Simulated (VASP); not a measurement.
# Ti4HN4 in VASP: further runs

The runs below take Ti4HN4 through single point, with PBEsol.

Program: VASP 6.6.1. These are calculated values, not measurements. Logs are shortened: lines on timing, memory, paths and dates and some standing lists are left out, and cuts for length are marked.

### Step 1. The cell of the first run

The cell holds a slab with vacuum, 9 atoms: a = 2.973 Å, b = 2.973 Å, c = 27.495 Å, α = 90.00°, β = 90.00°, γ = 120.00°.

### Step 2. Single point, PBEsol

File INCAR:

```
PREC = Accurate
ENCUT = 520
EDIFF = 1E-6
ISMEAR = 0
SIGMA = 0.1
LREAL = False
LASPH = True
NELM = 100
ALGO = Normal
ISIF = 2
LWAVE = False
LCHARG = False
LDIPOL = True
IDIPOL = 3
DIPOL = 0.5 0.5 0.487
GGA = PS
NBANDS = 44
```

File KPOINTS:

```
Automatic mesh
0
Gamma
  12 12 1
```

File POSCAR:

```
Ti4HN4
1.0
    2.9726300472      0.0000000000      0.0000000000
   -1.4863150236      2.5743731369      0.0000000000
    0.0000000000      0.0000000000     27.4949979446
N Ti H
4 4 1
Direct
    0.3333333333      0.6666666667      0.3091471408
    0.0000000000      0.0000000000      0.3974229164
    0.6666666667      0.3333333333      0.4850464712
    0.3333333333      0.6666666667      0.5758114265
    0.6666666667      0.3333333333      0.3532850285
    0.3333333333      0.6666666667      0.4415608042
    0.0000000000      0.0000000000      0.5288804958
    0.6666666667      0.3333333333      0.6133519735
    0.6666666667      0.3333333333      0.6763182806
```

Potentials or basis: VASP PAW PBE potentials, release 64 (N, Ti_sv, H).

On the command line:

```sh
$ cat potpaw_PBE.64/N/POTCAR potpaw_PBE.64/Ti_sv/POTCAR potpaw_PBE.64/H/POTCAR > POTCAR
$ mpirun -np 1 vasp_std > vasp.out
```

OUTCAR:

```text
PREC = Accurate
   ENCUT = 520
   EDIFF = 1E-6
   ISMEAR = 0
   LREAL = False
   LASPH = True
   NELM = 100
   ISIF = 2
   GGA = PS

 ion  position               nearest neighbor table
   1  0.333  0.667  0.309-   5 2.10   5 2.10   5 2.10
   2  0.000  0.000  0.397-   6 2.10   6 2.10   6 2.10   5 2.10   5 2.10   5 2.10
   3  0.667  0.333  0.485-   6 2.09   6 2.09   6 2.09   7 2.10   7 2.10   7 2.10
   4  0.333  0.667  0.576-   8 2.00   8 2.00   8 2.00   7 2.15   7 2.15   7 2.15
   5  0.667  0.333  0.353-   1 2.10   1 2.10   1 2.10   2 2.10   2 2.10   2 2.10
   6  0.333  0.667  0.442-   3 2.09   3 2.09   3 2.09   2 2.10   2 2.10   2 2.10
   7  0.000  0.000  0.529-   3 2.10   3 2.10   3 2.10   4 2.15   4 2.15   4 2.15   8 2.89   8 2.89
                             8 2.89
   8  0.667  0.333  0.613-   9 1.73   4 2.00   4 2.00   4 2.00   7 2.89   7 2.89   7 2.89
   9  0.667  0.333  0.676-   8 1.73

  LATTYP: Found a hexagonal cell.
 ALAT       =     2.9726300472
 C/A-ratio  =     9.2493843862

  Lattice vectors:

 A1 = (   2.9726300472,   0.0000000000,   0.0000000000)
 A2 = (  -1.4863150236,   2.5743731369,   0.0000000000)
 A3 = (   0.0000000000,   0.0000000000,  27.4949979446)

Analysis of symmetry for initial positions (statically):
=====================================================================
 Subroutine PRICEL returns:
 Original cell was already a primitive cell.

 Routine SETGRP: Setting up the symmetry group for a
 hexagonal supercell.

 Subroutine GETGRP returns: Found  6 space group operations
 (whereof  6 operations were pure point group operations)
 out of a pool of 24 trial point group operations.

The static configuration has the point symmetry C_3v.

Analysis of symmetry for dynamics (positions and initial velocities):
=====================================================================
 Subroutine PRICEL returns:
 Original cell was already a primitive cell.

 Routine SETGRP: Setting up the symmetry group for a
 hexagonal supercell.

 Subroutine GETGRP returns: Found  6 space group operations
 (whereof  6 operations were pure point group operations)
 out of a pool of 24 trial point group operations.

The dynamic configuration has the point symmetry C_3v.

 Subroutine INISYM returns: Found  6 space group operations
 (whereof  6 operations are pure point group operations),
 and found     1 'primitive' translations

----------------------------------------------------------------------------------------

                                     Primitive cell

  volume of cell :     210.4098

  direct lattice vectors                    reciprocal lattice vectors
     2.972630047  0.000000000  0.000000000     0.336402440  0.194222039  0.000000000
    -1.486315024  2.574373137  0.000000000     0.000000000  0.388444078  0.000000000
     0.000000000  0.000000000 27.494997945     0.000000000  0.000000000  0.036370252

  length of vectors
     2.972630047  2.972630047 27.494997945     0.388444078  0.388444078  0.036370252

  position of ions in fractional coordinates (direct lattice)
     0.333333333  0.666666667  0.309147141
     0.000000000  0.000000000  0.397422916
     0.666666667  0.333333333  0.485046471
     0.333333333  0.666666667  0.575811427
     0.666666667  0.333333333  0.353285028
     0.333333333  0.666666667  0.441560804
     0.000000000  0.000000000  0.528880496
     0.666666667  0.333333333  0.613351974
     0.666666667  0.333333333  0.676318281

  ion indices of the primitive-cell ions
   primitive index   ion index
                 1           1
                 2           2
                 3           3
                 4           4
                 5           5
                 6           6
                 7           7
                 8           8
                 9           9

----------------------------------------------------------------------------------------

 KPOINTS: Automatic mesh

Automatic generation of k-mesh.
 Grid dimensions read from file:
 generate k-points for:   12   12    1

 Generating k-lattice:

  Cartesian coordinates                     Fractional coordinates (reciprocal lattice)
     0.028033537  0.016185170  0.000000000     0.083333333  0.000000000  0.000000000
     0.000000000  0.032370340  0.000000000     0.000000000  0.083333333  0.000000000
     0.000000000  0.000000000  0.036370252     0.000000000  0.000000000  1.000000000

  Length of vectors
     0.032370340  0.032370340  0.036370252

  Shift w.r.t. Gamma in fractional coordinates (k-lattice)
     0.000000000  0.000000000  0.000000000

 Subroutine IBZKPT returns following result:
 ===========================================

 Found     19 irreducible k-points:

 Following reciprocal coordinates:
            Coordinates               Weight
  0.000000  0.000000  0.000000      1.000000
  0.083333  0.000000  0.000000      6.000000
  0.166667  0.000000  0.000000      6.000000
  0.250000  0.000000  0.000000      6.000000
  0.333333  0.000000  0.000000      6.000000
  0.416667  0.000000  0.000000      6.000000
[... 11 lines left out ...]
  0.333333  0.250000  0.000000     12.000000
  0.333333  0.333333  0.000000      2.000000
   k-points           NKPTS =     19   k-points in BZ     NKDIM =     19   number of bands    NBANDS=     44
   number of dos      NEDOS =    301   number of ions     NIONS =      9
   total plane-waves  NPLWV = 120960
   dimension x,y,z NGX =    24 NGY =   24 NGZ =  210
   dimension x,y,z NGXF=    48 NGYF=   48 NGZF=  420
   ions per type =               4   4   1
   NGX,Y,Z   is equivalent  to a cutoff of  13.42, 13.42, 12.70 a.u.
   NGXF,Y,Z  is equivalent  to a cutoff of  26.84, 26.84, 25.39 a.u.
 SYSTEM =  unknown system
   PREC   = accura    normal or accurate (medium, high low for compatibility)
   ISTART =      0    job   : 0-new  1-cont  2-samecut
   ICHARG =      2    charge: 1-file 2-atom 10-const
   ISPIN  =      1    spin polarized calculation?
   LNONCOLLINEAR =      F non collinear calculations
   LSORBIT =      F    spin-orbit coupling
   LASPH  =      T    aspherical Exc in radial PAW
   ENCUT  =  520.0 eV  38.22 Ry    6.18 a.u.   5.53  5.53 51.12*2*pi/ulx,y,z
   NELM   =    100;   NELMIN=  2; NELMDL= -5     # of ELM steps
   EDIFF  = 0.1E-05   stopping-criterion for ELM
   LREAL  =      F    real-space projection
   EDIFFG = 0.1E-04   stopping-criterion for IOM
   NSW    =      0    number of steps for IOM
   IBRION =     -1    ionic relax: 0-MD 1-quasi-New 2-CG
   NFREE  =      0    steps in history (QN), initial steepest desc. (CG)
   ISIF   =      2    stress and relaxation
   ISYM   =      2    0-nonsym 1-usesym 2-fastsym
   POTIM  = 0.5000    time-step for ionic-motion
   TEBEG  =    0.0;   TEEND  =   0.0 temperature during run
   PSTRESS=    0.0 pullay stress
   NELECT =      69.0000    total number of electrons
   NUPDOWN=      -1.0000    fix difference up-down
   EMIN   =  10.00;   EMAX   =-10.00  energy-range for DOS
   EFERMI =   0.00;   METHOD = LEGACY
   ISMEAR =     0;   SIGMA  =   0.10  broadening in eV -4-tet -1-fermi 0-gaus
   EFERMI_NEDOS =   21; number of points for ismear=-14 and -15
   IALGO  =     38    algorithm
   IMIX   =      4    mixing-type and parameters
     AMIX     =   0.40;   BMIX     =  1.00
     AMIX_MAG =   1.60;   BMIX_MAG =  1.00
  volume/ion in A,a.u.               =      23.38       157.77
  Fermi-wavevector in a.u.,A,eV,Ry     =   1.128936  2.133379 17.340566  1.274496
  Thomas-Fermi vector in A             =   2.265627
   LORBIT       =      0    0 simple, 1 ext, 2 COOP (PROOUT), +10 PAW based schemes
   GGA     = PS    functional components
   LHFCALC =     F    Hartree Fock is set to
   AEXX    =    0.0000 exact exchange contribution
   IVDW    =     0    specifies the selected vdW correction
   LEPSILON=     F    determine dielectric tensor
   LRPA    =     F    only Hartree local field effects (RPA)
 non-spin polarized calculation
 Gauss-broadening in eV      SIGMA  =   0.10
  energy-cutoff  :      520.00
  volume of cell :      210.41
 maximum number of plane-waves:      5757
 NGX is ok and might be reduce to    24
   NGX = 11   NGY = 11   NGZ =103

 dipolmoment           0.000000      0.000000      0.339020 electrons x Angstroem

 number of electron      69.0000015 magnetization

 dipolmoment           0.000000      0.000000     -0.046278 electrons x Angstroem

 Free energy of the ion-electron system (eV)
  ---------------------------------------------------
  ext. energy  EPLUGINS =         0.00000000
  ---------------------------------------------------
  free energy    TOTEN  =       -81.07001904 eV

  energy without entropy =      -81.03862326  energy(sigma->0) =      -81.05432115

 E-fermi :  -0.7542     XC(G=0):  -5.6397

 val. band max:       -0.7704929275   @ k =   0.0000   0.0000   0.0000
 cond. band min:      -0.7420354198   @ k =   0.3333   0.1667   0.0000
 fundamental gap:      0.0284575077
 Fermi energy:        -0.7541622113

 k-point     1 :       0.0000    0.0000    0.0000
  band No.  band energies     occupation
      1     -58.3381      2.00000
      2     -57.9515      2.00000
      3     -57.4762      2.00000
      4     -57.0840      2.00000
      5     -34.9266      2.00000
      6     -34.4742      2.00000
[... 36 lines left out ...]
     43       1.1437      0.00000
     44       1.4272      0.00000

 k-point     2 :       0.0833    0.0000    0.0000
  band No.  band energies     occupation
      1     -58.3330      2.00000
      2     -57.9465      2.00000
      3     -57.4714      2.00000
      4     -57.0792      2.00000
      5     -34.9141      2.00000
      6     -34.5234      2.00000
[... 791 lines left out ...]
 k-point    19 :       0.3333    0.3333    0.0000
  band No.  band energies     occupation
      1     -58.2517      2.00000
      2     -57.8668      2.00000
      3     -57.3957      2.00000
      4     -57.0029      2.00000
      5     -34.8657      2.00000
      6     -34.8644      2.00000
[... 36 lines left out ...]
     43       2.2363      0.00000
     44       2.4341      0.00000

------------------------ aborting loop because EDIFF is reached ----------------------------------------

 vacuum level on the upper side and lower side of the slab       (xc-potential included)        -0.836         0.222

  FORCE on cell =-STRESS in cart. coord.  units (eV):
  Direction    XX          YY          ZZ          XY          YZ          ZX
  --------------------------------------------------------------------------------------
  -------------------------------------------------------------------------------------
  Total        1.0114758      1.0114758     -3.3898147      0.0000000      0.0000000      0.0000000
  in kB        7.7019381      7.7019381    -25.8119308      0.0000000      0.0000000      0.0000000
  external PRESSURE =      -3.4693515 kB  Pullay stress =       0.0000000 kB

 VOLUME and BASIS-vectors are now :
 -----------------------------------------------------------------------------
  energy-cutoff  :      520.00
  volume of cell :      210.41
      direct lattice vectors                 reciprocal lattice vectors
     2.972630047  0.000000000  0.000000000     0.336402440  0.194222039  0.000000000
    -1.486315024  2.574373137  0.000000000     0.000000000  0.388444078  0.000000000
     0.000000000  0.000000000 27.494997945     0.000000000  0.000000000  0.036370252

 POSITION                                       TOTAL-FORCE (eV/Angst)
 -----------------------------------------------------------------------------------
     -0.00000      1.71625      8.50000         0.000000      0.000000      4.490718
      0.00000      0.00000     10.92714        -0.000000     -0.000000      1.262051
      1.48632      0.85812     13.33635        -0.000000     -0.000000      0.023398
     -0.00000      1.71625     15.83193         0.000000     -0.000000      0.001752
      1.48632      0.85812      9.71357         0.000000     -0.000000     -5.949743
     -0.00000      1.71625     12.14071        -0.000000     -0.000000      0.150143
      0.00000      0.00000     14.54157        -0.000000     -0.000000     -0.008471
      1.48632      0.85812     16.86411        -0.000000      0.000000      0.039244
      1.48632      0.85812     18.59537        -0.000000     -0.000000     -0.009091
 -----------------------------------------------------------------------------------
    total drift:                               -0.000001     -0.000000     -0.000451

  FREE ENERGIE OF THE ION-ELECTRON SYSTEM (eV)
  ---------------------------------------------------
  free  energy   TOTEN  =       -81.0700190383 eV

  energy  without entropy=      -81.0386232599  energy(sigma->0) =      -81.05432115

 vacuum level on the upper side and lower side of the slab         5.909         6.989
```

Run time: 3 min. Hardware: 1 thread of Intel Xeon 6975P-C (Granite Rapids), shared host; peak memory 0.42 GiB.

What came out:

```
Free energy            : -81.0700 eV
Largest force          : 5.950 eV/Å
Band gap on the k mesh : zero (an odd number of electrons rules out a gap without spin polarisation)
```

Forces in eV/Å, atoms in the order of the input:
```
N    0.000  0.000  4.491
N    0.000  0.000  1.262
N    0.000  0.000  0.023
N    0.000  0.000  0.002
Ti   0.000  0.000 -5.950
Ti   0.000  0.000  0.150
Ti   0.000  0.000 -0.008
Ti   0.000  0.000  0.039
H    0.000  0.000 -0.009
```

Caveat: the PAW data sets were made with another functional, which shifts forces and pressure a little.

### Step 3. Single point, PBEsol

INCAR, as its differences from that of step 2:

```diff
@@ -7,3 +7,3 @@
 LASPH = True
-NELM = 100
+NELM = 60
 ALGO = Normal
@@ -14,3 +14,3 @@
 IDIPOL = 3
-DIPOL = 0.5 0.5 0.487
+DIPOL = 0.5 0.5 0.485
 GGA = PS
```

KPOINTS is that of step 2.

File POSCAR:

```
Ti4HN4
1.0
    2.9726300472      0.0000000000      0.0000000000
   -1.4863150236      2.5743731369      0.0000000000
    0.0000000000      0.0000000000     27.4949979446
N Ti H
4 4 1
Direct
    0.3333333333      0.6666666667      0.3091471408
    0.0000000000      0.0000000000      0.3974229164
    0.6666666667      0.3333333333      0.4861693877
    0.3333333333      0.6666666667      0.5749583806
    0.6666666667      0.3333333333      0.3532850285
    0.3333333333      0.6666666667      0.4415608042
    0.0000000000      0.0000000000      0.5309959880
    0.6666666667      0.3333333333      0.6155749982
    0.0000000000      0.0000000000      0.6514346025
```

Potentials or basis: VASP PAW PBE potentials, release 64 (N, Ti_sv, H).

On the command line:

```sh
$ cat potpaw_PBE.64/N/POTCAR potpaw_PBE.64/Ti_sv/POTCAR potpaw_PBE.64/H/POTCAR > POTCAR
$ mpirun -np 1 vasp_std > vasp.out
```

It took 3.5 min on 1 thread of Intel Xeon 6975P-C (Granite Rapids), shared host; peak memory 0.42 GiB.

The run converged. Its results:

```
Free energy            : -82.7649 eV
Largest force          : 5.705 eV/Å
Band gap on the k mesh : zero (an odd number of electrons rules out a gap without spin polarisation)
```

Forces in eV/Å, atoms in the order of the input:
```
N    0.000  0.000  4.395
N    0.000  0.000  1.263
N    0.000  0.000 -0.006
N    0.000  0.000 -0.027
Ti   0.000  0.000 -5.705
Ti   0.000  0.000  0.028
Ti   0.000  0.000 -0.005
Ti   0.000  0.000  0.042
H    0.000  0.000  0.015
```

Levels at points of the mesh, in eV from the Fermi level:
| k point | band 31 | band 32 | band 33 | band 34 | band 35 | band 36 | band 37 | band 38 | band 39 | band 40 |
| --- | --- | --- | --- | --- | --- | --- | --- | --- | --- | --- |
| (0.00, 0.00, 0.00) | -1.20 | -0.49 | -0.49 | -0.09 | -0.05 | -0.05 | 0.55 | 0.55 | 0.83 | 1.32 |
| (0.50, 0.00, 0.00) | -2.87 | -2.00 | -1.27 | -0.40 | -0.11 | 1.16 | 1.45 | 1.89 | 2.00 | 2.00 |

Caveat: the PAW data sets were made with another functional, which shifts forces and pressure a little.

### Step 4. Single point, PBEsol

File INCAR:

```
PREC = Accurate
ENCUT = 520
EDIFF = 1E-7
ISMEAR = 0
SIGMA = 0.1
LREAL = F
LASPH = T
NELM = 60
ALGO = Normal
ISIF = 2
LWAVE = F
LCHARG = F
LDIPOL = T
IDIPOL = 3
DIPOL = 0.5 0.5 0.484
GGA = PS
NBANDS = 44
```

File KPOINTS:

```
regular mesh
0
Gamma
  12 12 1
```

File POSCAR:

```
Ti4HN4
1.0
    2.9726300472      0.0000000000      0.0000000000
   -1.4863150236      2.5743731369      0.0000000000
    0.0000000000      0.0000000000     27.4949979446
N Ti H
4 4 1
Direct
    0.3333333333      0.6666666667      0.3091471408
    0.0000000000      0.0000000000      0.3974229164
    0.6668469444      0.3331530556      0.4861372214
    0.3337256453      0.6662743547      0.5748695276
    0.6666666667      0.3333333333      0.3532850285
    0.3333333333      0.6666666667      0.4415608042
    0.0003059552     -0.0003059552      0.5309617219
    0.6671168058      0.3328831942      0.6155673323
    0.0005215468     -0.0005215468      0.6514901889
```

On the command line:

```sh
$ cat potpaw_PBE.64/N/POTCAR potpaw_PBE.64/Ti_sv/POTCAR potpaw_PBE.64/H/POTCAR > POTCAR
$ mpirun -np 1 vasp_std > vasp.out
```

Run time: 7.7 min. Hardware: 1 thread of Intel Xeon 6975P-C (Granite Rapids), shared host; peak memory 0.54 GiB.

The run converged. Its results:

```yaml
Free_energy: -82.7649 eV
Largest_force: 5.705 eV/Å
Band_gap_on_the_k_mesh: zero (an odd number of electrons rules out a gap without spin polarisation)
```

Forces in eV/Å, atoms in the order of the input:
```
N    0.000  0.000  4.394
N    0.001 -0.001  1.260
N    0.000  0.000  0.000
N   -0.001  0.001  0.004
Ti   0.000  0.000 -5.705
Ti   0.003 -0.002  0.018
Ti  -0.001  0.000 -0.007
Ti  -0.001  0.001  0.029
H   -0.002  0.001  0.006
```

Levels at points of the mesh, in eV from the Fermi level:
```tsv
k point	band 33	band 34	band 35	band 36	band 37	band 38
(0.00, 0.00, 0.00)	-0.49	-0.09	-0.05	-0.05	0.55	0.55
(0.50, 0.00, 0.00)	-1.27	-0.40	-0.11	1.16	1.45	1.89
(0.50, 0.50, 0.00)	-1.26	-0.40	-0.11	1.16	1.45	1.89
```

Caveat: the PAW data sets were made with another functional, which shifts forces and pressure a little.
